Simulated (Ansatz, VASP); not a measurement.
## One calculation of W2I, two programs

```
CELL_PARAMETERS angstrom
5.15368 0.00000 0.00000
-2.57684 4.46322 0.00000
0.00000 0.00000 3.27615
ATOMIC_POSITIONS crystal
W 0.33333 0.66667 0.50000
W 0.66667 0.33333 0.50000
I 0.00000 0.00000 0.00000
```

Alike in both runs: task single point; functional PBE; k mesh 6 × 6 × 6; occupations gaussian, width 0.1 eV; no spin polarisation.

|  | VASP | Ansatz |
| --- | --- | --- |
| version | VASP 6.6.1 | Ansatz 0.2.0 |
| potentials or method | VASP PAW PBE potentials, release 64 (W_sv, I), cutoff 520 eV | scalar-relativistic, plane waves, PAW |
| valence electrons in the cell | 35 | 45 |

Ansatz gave:

| Property | Result |
| --- | --- |
| gap on the k mesh at the Fermi level (eV) | none |
| pressure (GPa) | -20.9 |
| traceless stress, the component that is largest in VASP (GPa) | 7.13 |

Q: What did VASP give for the same quantities?

A: gap on the k mesh at the Fermi level (eV): none; pressure (GPa): -20.9; traceless stress, the component that is largest in VASP (GPa): 7.09.

A gap of «none» marks a metal or a gap that the smearing closes. VASP's potentials hold 35 valence electrons a cell and Ansatz's 45, so a difference there can come from the potentials and not from the codes.

Neither program's run includes spin-orbit coupling.
